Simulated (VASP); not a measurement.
# Ti12S in VASP: a series of runs

Runs on Ti12S. Level: PBE. Tasks: single point.

Program: VASP 6.6.1. These are calculated values, not measurements. Logs are shortened: lines on timing, memory, paths and dates and some standing lists are left out, and cuts for length are marked.

## (1) The cell of the first run

The cell holds a slab with vacuum, 13 atoms: a = 5.876 Å, b = 4.650 Å, c = 21.284 Å, α = 90.00°, β = 90.00°, γ = 90.00°.

## (2) Single point, PBE

INCAR reads:

```
SYSTEM = Ti12S
PREC = Accurate ; ENCUT = 520
EDIFF = 1E-6 ; ISMEAR = 0
SIGMA = 0.1 ; LREAL = .FALSE.
LASPH = .TRUE. ; NELM = 60
ALGO = Normal ; ISIF = 2
LWAVE = .FALSE. ; LCHARG = .FALSE.
LDIPOL = .TRUE. ; IDIPOL = 3
DIPOL = 0.5 0.5 0.341 ; GGA = PE
NBANDS = 87
```

KPOINTS reads:

```
Automatic mesh
0
G
  5 6 1
  0 0 0
```

POSCAR reads:

```
Ti12S
1.0
    5.8763264169      0.0000000000      0.0000000000
    0.0000000000      4.6504654180      0.0000000000
    0.0000000000      0.0000000000     21.2842241737
Ti S
12 1
Direct
    0.0000000000      0.7500000000      0.1879326194
    0.5000000000      0.7500000000      0.1879326194
    0.2500000000      0.2500000000      0.2277825407
    0.7500000000      0.2500000000      0.2277825407
    0.2500000000      0.7500000000      0.3074823835
    0.7500000000      0.7500000000      0.3074823835
    0.0000000000      0.2500000000      0.3461291986
    0.5000000000      0.2500000000      0.3461291986
    0.0000000000      0.7500000000      0.4220680061
    0.5000000000      0.7500000000      0.4220680061
    0.2500000000      0.2500000000      0.4596937193
    0.7500000000      0.2500000000      0.4596937193
    0.5000000000      0.5833333333      0.5255876109
```

Potentials or basis: VASP PAW PBE potentials, release 64 (Ti_sv, S).

On the command line:

```
$ cat potpaw_PBE.64/Ti_sv/POTCAR potpaw_PBE.64/S/POTCAR > POTCAR
$ mpirun -np 1 vasp_std > vasp.out
```

OUTCAR:

```text
SYSTEM = Ti12S
   PREC = Accurate
   ENCUT = 520
   EDIFF = 1E-6
   ISMEAR = 0
   LREAL = .FALSE.
   LASPH = .TRUE.
   NELM = 60
   ISIF = 2
   GGA = PE

 ion  position               nearest neighbor table
   1  0.000  0.750  0.188-   3 2.88   4 2.88   3 2.88   4 2.88
   2  0.500  0.750  0.188-   3 2.88   4 2.88   3 2.88   4 2.88
   3  0.250  0.250  0.228-   1 2.88   2 2.88   1 2.88   2 2.88   5 2.88   5 2.88   8 2.92   7 2.92

   4  0.750  0.250  0.228-   1 2.88   2 2.88   1 2.88   2 2.88   6 2.88   6 2.88   8 2.92   7 2.92

   5  0.250  0.750  0.307-   9 2.85  10 2.85   7 2.87   8 2.87   7 2.87   8 2.87   3 2.88   3 2.88

   6  0.750  0.750  0.307-   9 2.85  10 2.85   7 2.87   8 2.87   7 2.87   8 2.87   4 2.88   4 2.88

   7  0.000  0.250  0.346-  11 2.83  12 2.83   9 2.83   9 2.83   5 2.87   5 2.87   6 2.87   6 2.87
                             3 2.92   4 2.92
   8  0.500  0.250  0.346-  11 2.83  12 2.83  10 2.83  10 2.83   5 2.87   5 2.87   6 2.87   6 2.87
                             3 2.92   4 2.92
   9  0.000  0.750  0.422-   7 2.83   7 2.83   5 2.85   6 2.85  12 2.86  11 2.86  11 2.86  12 2.86

  10  0.500  0.750  0.422-  13 2.34   8 2.83   8 2.83   6 2.85   5 2.85  11 2.86  12 2.86  11 2.86
                            12 2.86
  11  0.250  0.250  0.460-  13 2.56   8 2.83   7 2.83  10 2.86   9 2.86   9 2.86  10 2.86
  12  0.750  0.250  0.460-  13 2.56   8 2.83   7 2.83  10 2.86   9 2.86   9 2.86  10 2.86
  13  0.500  0.583  0.526-  10 2.34  11 2.56  12 2.56

  LATTYP: Found a simple orthorhombic cell.
 ALAT       =     4.6504654180
 B/A-ratio  =     1.2635996376
 C/A-ratio  =     4.5767944196

  Lattice vectors:

 A1 = (   0.0000000000,  -4.6504654180,   0.0000000000)
 A2 = (   5.8763264169,   0.0000000000,   0.0000000000)
 A3 = (   0.0000000000,   0.0000000000,  21.2842241737)

Analysis of symmetry for initial positions (statically):
=====================================================================
 Subroutine PRICEL returns:
 Original cell was already a primitive cell.

 Routine SETGRP: Setting up the symmetry group for a
 simple orthorhombic supercell.

 Subroutine GETGRP returns: Found  2 space group operations
 (whereof  2 operations were pure point group operations)
 out of a pool of  8 trial point group operations.

The static configuration has the point symmetry C_1h.

Analysis of symmetry for dynamics (positions and initial velocities):
=====================================================================
 Subroutine PRICEL returns:
 Original cell was already a primitive cell.

 Routine SETGRP: Setting up the symmetry group for a
 simple orthorhombic supercell.

[... 137 lines left out ...]
   LORBIT       =      0    0 simple, 1 ext, 2 COOP (PROOUT), +10 PAW based schemes
   GGA     = PE    functional components
   LHFCALC =     F    Hartree Fock is set to
   AEXX    =    0.0000 exact exchange contribution
   IVDW    =     0    specifies the selected vdW correction
   LEPSILON=     F    determine dielectric tensor
   LRPA    =     F    only Hartree local field effects (RPA)
 non-spin polarized calculation
 Gauss-broadening in eV      SIGMA  =   0.10
  energy-cutoff  :      520.00
  volume of cell :      581.65
 maximum number of plane-waves:     15708
 NGX is ok and might be reduce to    48
   NGX = 21   NGY = 17   NGZ = 79

 dipolmoment           0.000000      0.000000     -0.061637 electrons x Angstroem

 number of electron     150.0000022 magnetization

 dipolmoment           0.000000      0.000000      0.133787 electrons x Angstroem

 Free energy of the ion-electron system (eV)
  ---------------------------------------------------
  ext. energy  EPLUGINS =         0.00000000
  ---------------------------------------------------
  free energy    TOTEN  =       -94.19278298 eV

  energy without entropy =      -94.08642535  energy(sigma->0) =      -94.13960416

 E-fermi :   0.7318     XC(G=0):  -5.3054

 val. band max:        0.7149371112   @ k =   0.2000   0.3333   0.0000
 cond. band min:       0.7445591640   @ k =   0.4000   0.1667   0.0000
 fundamental gap:      0.0296220528
 Fermi energy:         0.7317880005

 k-point     1 :       0.0000    0.0000    0.0000
  band No.  band energies     occupation
      1     -56.3198      2.00000
      2     -56.2758      2.00000
      3     -56.1843      2.00000
      4     -56.1321      2.00000
      5     -56.0784      2.00000
      6     -56.0212      2.00000
[... 1069 lines left out ...]
     86       1.2351      0.00000
     87       1.3450      0.00000

------------------------ aborting loop because EDIFF is reached ----------------------------------------

 vacuum level on the upper side and lower side of the slab       (xc-potential included)         0.314        -0.508

  FORCE on cell =-STRESS in cart. coord.  units (eV):
  Direction    XX          YY          ZZ          XY          YZ          ZX
  --------------------------------------------------------------------------------------
  -------------------------------------------------------------------------------------
  Total       -3.8348996     -4.4313089     -0.4088100      0.0000000     -1.7354762      0.0000000
  in kB      -10.5634170    -12.2062553     -1.1260870      0.0000000     -4.7804535      0.0000000
  external PRESSURE =      -7.9652531 kB  Pullay stress =       0.0000000 kB

 VOLUME and BASIS-vectors are now :
 -----------------------------------------------------------------------------
  energy-cutoff  :      520.00
  volume of cell :      581.65
      direct lattice vectors                 reciprocal lattice vectors
     5.876326417  0.000000000  0.000000000     0.170174345  0.000000000  0.000000000
     0.000000000  4.650465418  0.000000000     0.000000000  0.215032241  0.000000000
     0.000000000  0.000000000 21.284224174     0.000000000  0.000000000  0.046983155

 POSITION                                       TOTAL-FORCE (eV/Angst)
 -----------------------------------------------------------------------------------
      0.00000      3.48785      4.00000         0.000000      0.011097      0.360116
      2.93816      3.48785      4.00000         0.000000     -0.002837      0.326496
      1.46908      1.16262      4.84817         0.042122     -0.013454      0.045871
      4.40724      1.16262      4.84817        -0.042122     -0.013454      0.045871
      1.46908      3.48785      6.54452        -0.116214      0.049961     -0.509477
      4.40724      3.48785      6.54452         0.116214      0.049961     -0.509477
      0.00000      1.16262      7.36709         0.000000     -0.147041      0.035640
      2.93816      1.16262      7.36709         0.000000      0.057424     -0.338400
      0.00000      3.48785      8.98339         0.000000     -0.014264     -0.466066
      2.93816      3.48785      8.98339         0.000000      0.323598      0.396870
      1.46908      1.16262      9.78422         0.021013      0.371957      0.305444
      4.40724      1.16262      9.78422        -0.021013      0.371957      0.305444
      2.93816      2.71277     11.18672         0.000000     -1.044905      0.001668
 -----------------------------------------------------------------------------------
    total drift:                                0.000000     -0.000088      0.000541

  FREE ENERGIE OF THE ION-ELECTRON SYSTEM (eV)
  ---------------------------------------------------
  free  energy   TOTEN  =       -94.1927829755 eV

  energy  without entropy=      -94.0864253539  energy(sigma->0) =      -94.13960416

 vacuum level on the upper side and lower side of the slab         5.298         4.424
```

It took 33 min on 1 thread of Intel Xeon Platinum 8259CL at 2.50GHz (Skylake/Cascade Lake), shared host; peak memory 0.81 GiB.

What came out:

```
Free energy            : -94.1928 eV
Largest force          : 1.045 eV/Å
Band gap on the k mesh : zero (bands 75 and 76 overlap by 0.29 eV)
```

Forces in eV/Å, atoms in the order of the input:
```
Ti   0.000  0.011  0.360
Ti   0.000 -0.003  0.326
Ti   0.042 -0.013  0.046
Ti  -0.042 -0.013  0.046
Ti  -0.116  0.050 -0.509
Ti   0.116  0.050 -0.509
Ti   0.000 -0.147  0.036
Ti   0.000  0.057 -0.338
Ti   0.000 -0.014 -0.466
Ti   0.000  0.324  0.397
Ti   0.021  0.372  0.305
Ti  -0.021  0.372  0.305
S    0.000 -1.045  0.002
```

## (3) Single point, PBE

INCAR reads:

```
PREC = Accurate
ENCUT = 520
EDIFF = 1E-6
ISMEAR = 0
SIGMA = 0.1
LREAL = False
LASPH = True
NELM = 100
ALGO = Normal
ISIF = 2
LWAVE = False
LCHARG = False
LDIPOL = True
IDIPOL = 3
DIPOL = 0.5 0.5 0.343
GGA = PE
NBANDS = 87
```

KPOINTS reads:

```
Automatic mesh
0
Gamma
  5 6 1
```

Changes to POSCAR since step 2:

```diff
@@ -20,2 +20,2 @@
     0.7500000000      0.2500000000      0.4596937193
-    0.5000000000      0.5833333333      0.5255876109
+    0.3333333333      0.2500000000      0.5574760179
```

Potentials or basis: VASP PAW PBE potentials, release 64 (Ti_sv, S).

On the command line:

```
$ cat potpaw_PBE.64/Ti_sv/POTCAR potpaw_PBE.64/S/POTCAR > POTCAR
$ mpirun -np 1 vasp_std > vasp.out
```

OUTCAR:

```text
PREC = Accurate
   ENCUT = 520
   EDIFF = 1E-6
   ISMEAR = 0
   LREAL = False
   LASPH = True
   NELM = 100
   ISIF = 2
   GGA = PE

 ion  position               nearest neighbor table
   1  0.000  0.750  0.188-   3 2.88   4 2.88   3 2.88   4 2.88
   2  0.500  0.750  0.188-   3 2.88   4 2.88   3 2.88   4 2.88
   3  0.250  0.250  0.228-   1 2.88   2 2.88   1 2.88   2 2.88   5 2.88   5 2.88   8 2.92   7 2.92

   4  0.750  0.250  0.228-   1 2.88   2 2.88   1 2.88   2 2.88   6 2.88   6 2.88   8 2.92   7 2.92

   5  0.250  0.750  0.307-   9 2.85  10 2.85   7 2.87   8 2.87   7 2.87   8 2.87   3 2.88   3 2.88

   6  0.750  0.750  0.307-   9 2.85  10 2.85   7 2.87   8 2.87   7 2.87   8 2.87   4 2.88   4 2.88

   7  0.000  0.250  0.346-  11 2.83  12 2.83   9 2.83   9 2.83   5 2.87   5 2.87   6 2.87   6 2.87
[... 1317 lines left out ...]
     0.000000000  4.650465418  0.000000000     0.000000000  0.215032241  0.000000000
     0.000000000  0.000000000 21.284224174     0.000000000  0.000000000  0.046983155

 POSITION                                       TOTAL-FORCE (eV/Angst)
 -----------------------------------------------------------------------------------
      0.00000      3.48785      4.00000        -0.021463      0.000000      0.288186
      2.93816      3.48785      4.00000         0.021746      0.000000      0.303389
      1.46908      1.16262      4.84817        -0.005929      0.000000      0.078340
      4.40724      1.16262      4.84817        -0.007659      0.000000      0.069518
      1.46908      3.48785      6.54452         0.015569      0.000000     -0.215873
      4.40724      3.48785      6.54452         0.009345      0.000000     -0.427371
      0.00000      1.16262      7.36709        -0.091428      0.000000     -0.082289
      2.93816      1.16262      7.36709         0.106753      0.000000     -0.222636
      0.00000      3.48785      8.98339        -0.156249      0.000000     -0.323635
      2.93816      3.48785      8.98339         0.071537      0.000000      0.060709
      1.46908      1.16262      9.78422        -0.106777      0.000000     -0.639822
      4.40724      1.16262      9.78422        -0.470912      0.000000      1.132374
      1.95878      1.16262     11.86544         0.635468      0.000000     -0.020891
 -----------------------------------------------------------------------------------
    total drift:                               -0.000006      0.000000      0.000680

  FREE ENERGIE OF THE ION-ELECTRON SYSTEM (eV)
  ---------------------------------------------------
  free  energy   TOTEN  =       -93.2757433686 eV

  energy  without entropy=      -93.1948235413  energy(sigma->0) =      -93.23528345

 vacuum level on the upper side and lower side of the slab         6.030         4.008
```

OSZICAR:

```text
N       E                     dE             d eps       ncg     rms          rms(c)
DAV:   1     0.195326370552E+04    0.19533E+04   -0.80391E+04  2408   0.174E+03
DAV:   2     0.184214915222E+03   -0.17690E+04   -0.17437E+04  2179   0.564E+02
DAV:   3    -0.496900887710E+02   -0.23391E+03   -0.22747E+03  3272   0.178E+02
[... 32 lines left out ...]
DAV:  36    -0.932757328356E+02   -0.36931E-05   -0.22884E-07  1336   0.239E-03    0.127E-03
DAV:  37    -0.932757379930E+02   -0.51574E-05   -0.28207E-07  1392   0.217E-03    0.144E-03
DAV:  38    -0.932757412479E+02   -0.32549E-05   -0.16585E-07  1320   0.204E-03    0.106E-03
DAV:  39    -0.932757425264E+02   -0.12786E-05   -0.11174E-07  1312   0.140E-03    0.754E-04
DAV:  40    -0.932757433686E+02   -0.84216E-06   -0.89707E-08  1296   0.155E-03
   1 F= -.93275743E+02 E0= -.93235283E+02  d E =-.809198E-01
```

Wall time 49 min (1 thread of Intel Xeon Platinum 8259CL at 2.50GHz (Skylake/Cascade Lake), shared host); peak memory 0.82 GiB.

What came out:

| Property | Result |
| --- | --- |
| Free energy | -93.2757 eV |
| Largest force | 1.226 eV/Å |
| Band gap on the k mesh | zero (bands 75 and 76 overlap by 0.24 eV) |

Forces in eV/Å, atoms in the order of the input:
```
Ti  -0.021  0.000  0.288
Ti   0.022  0.000  0.303
Ti  -0.006  0.000  0.078
Ti  -0.008  0.000  0.070
Ti   0.016  0.000 -0.216
Ti   0.009  0.000 -0.427
Ti  -0.091  0.000 -0.082
Ti   0.107  0.000 -0.223
Ti  -0.156  0.000 -0.324
Ti   0.072  0.000  0.061
Ti  -0.107  0.000 -0.640
Ti  -0.471  0.000  1.132
S    0.635  0.000 -0.021
```

The gap in the log of VASP goes by the Fermi energy; the results here count the filled bands.